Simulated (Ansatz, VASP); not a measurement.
# Two plane-wave programs on La3O2

```
CELL_PARAMETERS angstrom
3.95796 2.28513 3.37798
-3.95796 2.28513 3.37798
0.00000 -4.57026 3.37798
ATOMIC_POSITIONS crystal
La 0.00000 0.50000 0.00000
La 0.00000 0.00000 0.50000
La 0.50000 0.00000 0.00000
O 0.83270 0.83270 0.83270
O 0.16730 0.16730 0.16730
```

Change from the starting cell: species swapped into the Br2Cl3 type (R-3m, No. 166).

Alike in both runs: functional PBE; k mesh 3 × 3 × 3; occupations gaussian, width 0.1 eV; no spin polarisation.

Ansatz relaxed the structure, and its values are those at the end. VASP's run is a single point on that final structure, the one shown.

|  | VASP | Ansatz |
| --- | --- | --- |
| version | VASP 6.6.1 | Ansatz 0.2.0 |
| potentials or method | VASP PAW PBE potentials, release 64 (La, O), cutoff 520 eV | scalar-relativistic, plane waves, PAW |
| valence electrons in the cell | 45 | 45 |

Ansatz gave:

```
gap on the k mesh at the Fermi level (eV) : none
pressure (GPa)                            : 0.3
```

Problem. What did VASP give for the same quantities?

Solution. gap on the k mesh at the Fermi level (eV): none; pressure (GPa): 0.2.

A gap of «none» marks a metal or a gap that the smearing closes.

The k mesh is coarse, so the values compare programs but aren't converged. Spin-orbit coupling is off throughout.
